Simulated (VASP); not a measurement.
# Si: single point with PBE

The system is Si.

```
CELL_PARAMETERS angstrom
0.00000 2.72212 2.72212
2.72212 0.00000 2.72212
2.72212 2.72212 0.00000
ATOMIC_POSITIONS crystal
Si 0.00000 0.00000 0.00000
Si 0.25000 0.25000 0.25000
```

* Program: VASP 6.6.1
* Task: single point
* Functional: PBE
* Potentials or basis: VASP PAW PBE potentials, release 64 (Si)
* Cutoff: 500 eV
* k mesh: 6 × 6 × 6
* Occupations: methfessel-paxton, width 0.5 eV
* Spin: no spin polarisation
* Dipole correction: no
* Further INCAR settings: ALGO = Normal; EDIFF = 1e-06; NBANDS = 11

```json
{
  "Pressure": "1.3 GPa",
  "Band gap on the k mesh": "0.72 eV, indirect (least direct gap 2.56 eV)"
}
```

Levels at points of the mesh, in eV from the valence-band top:
```tsv
k point	band 1	band 2	band 3	band 4	band 5	band 6	band 7	band 8	band 9
(0.00, 0.00, 0.00)	-11.91	0.00	0.00	0.00	2.56	2.56	2.56	3.29	7.71
(0.50, 0.00, 0.00)	-9.59	-6.93	-1.19	-1.19	1.51	3.34	3.34	7.72	10.53
(0.50, 0.50, 0.00)	-7.79	-7.79	-2.83	-2.83	0.72	0.72	10.05	10.05	10.95
```

It used 5.1 s of CPU time on 1 thread of Intel Xeon 6975P-C, with other jobs on the host.

A k mesh can miss the band edges. Expect the measured gap to be larger: semilocal functionals such as PBE lack the derivative discontinuity.
